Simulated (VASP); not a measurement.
Wanted: the native input for a VASP 6.6.1 run.

| Property | Result |
| --- | --- |
| Task | relaxation of cell and atoms |
| Functional | PBE |
| Potentials or basis | VASP PAW PBE potentials, release 64 (Zn, S) |
| Cutoff | 600 eV |
| k mesh | 4 × 4 × 4 |
| Occupations | gaussian, width 0.1 eV |
| Spin | no spin polarisation |
| Dipole correction | no |
| Further INCAR settings | ALGO = Normal; EDIFF = 1e-06; IBRION = 2; EDIFFG = -0.04; NSW = 90; ISIF = 3 |

The structure of ZnS3 lies in POSCAR:

```
ZnS3
1.0
    0.0000000000      3.4105576700      3.4105576700
    3.4105576700      0.0000000000      3.4105576700
    3.4105576700      3.4105576700      0.0000000000
Zn S
1 3
Direct
    0.0000000000      0.0000000000      0.0000000000
    0.2500000000      0.2500000000      0.2500000000
    0.7500000000      0.7500000000      0.7500000000
    0.5000000000      0.5000000000      0.5000000000
```

One way to write it, as run:

INCAR

```
SYSTEM = ZnS3
PREC = Accurate ; ENCUT = 600
EDIFF = 1E-6 ; ISMEAR = 0
SIGMA = 0.1 ; LREAL = .False.
LASPH = .True. ; NELM = 80
ALGO = Normal ; ISIF = 3
LWAVE = .False. ; LCHARG = .False.
GGA = PE ; IBRION = 2
NSW = 90 ; EDIFFG = -0.04
```

KPOINTS

```
Automatic mesh
0
Gamma
  4 4 4
  0 0 0
```

Potentials or basis: VASP PAW PBE potentials, release 64 (Zn, S).

Launch:

```bash
$ cat potpaw_PBE.64/Zn/POTCAR potpaw_PBE.64/S/POTCAR > POTCAR
$ mpirun -np 1 vasp_std > vasp.out
```

It gave:

```json
{"Relaxed volume": "15.96 Å³/atom", "Relaxed cell": "a = 4.486 Å, b = 4.486 Å, c = 4.486 Å, α = 60.00°, β = 60.00°, γ = 60.00°", "Space group after relaxing (to 0.05 Å)": "Fm-3m (No. 225)", "Energy gained by relaxing": "149.5 meV/atom", "Ionic steps": "3", "Pressure after relaxing": "-0.2 GPa", "Band gap on the k mesh": "zero (band 15 reaches 6.35 eV, above the bottom of band 16 at 5.38 eV)"}
```

Caveat: the k points lie up to 0.43 Å⁻¹ apart in the final cell; the volume moved by over 15 % at a fixed basis, so the end points are rough.

Wall time 32 s on 1 thread of AMD EPYC 9R45 96-Core Processor (Zen 5), on a shared host, peak memory 0.21 GiB.
